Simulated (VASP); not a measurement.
# TaC2: single point with PBE

TaC2:

```
Ta C
1.0
     0.00000    2.57915    2.57915
     2.57915    0.00000    2.57915
     2.57915    2.57915    0.00000
Ta C
1 2
Direct
  0.00000 0.00000 0.00000
  0.25000 0.25000 0.25000
  0.75000 0.75000 0.75000
```

```yaml
Program: VASP 6.6.1
Task: single point
Functional: PBE
Potentials_or_basis: VASP PAW PBE potentials, release 64 (Ta_pv, C)
Cutoff: 520 eV
k_mesh: 6 × 6 × 6
Occupations: gaussian, width 0.1 eV
Spin: no spin polarisation
Dipole_correction: no
Further_INCAR_settings: ALGO = Normal; EDIFF = 1e-07; NBANDS = 16
```

| Quantity | Value |
| --- | --- |
| Pressure | -0.3 GPa |

Levels at points of the mesh, in eV from the Fermi level:
| k point | band 8 | band 9 | band 10 | band 11 | band 12 | band 13 |
| --- | --- | --- | --- | --- | --- | --- |
| (0.00, 0.00, 0.00) | -5.31 | 1.20 | 1.20 | 2.06 | 2.06 | 2.06 |
| (0.50, 0.00, 0.00) | -1.50 | -0.57 | -0.26 | -0.26 | 2.00 | 2.00 |
| (0.50, 0.50, 0.00) | -2.82 | -0.62 | -0.62 | 1.79 | 2.70 | 3.44 |

It took 9 s on 1 thread of AMD EPYC 7R13 Processor (Zen 3), on a shared host, peak memory 0.13 GiB.

Caveat: spin-orbit coupling is left out, which moves the levels of the heavy elements.
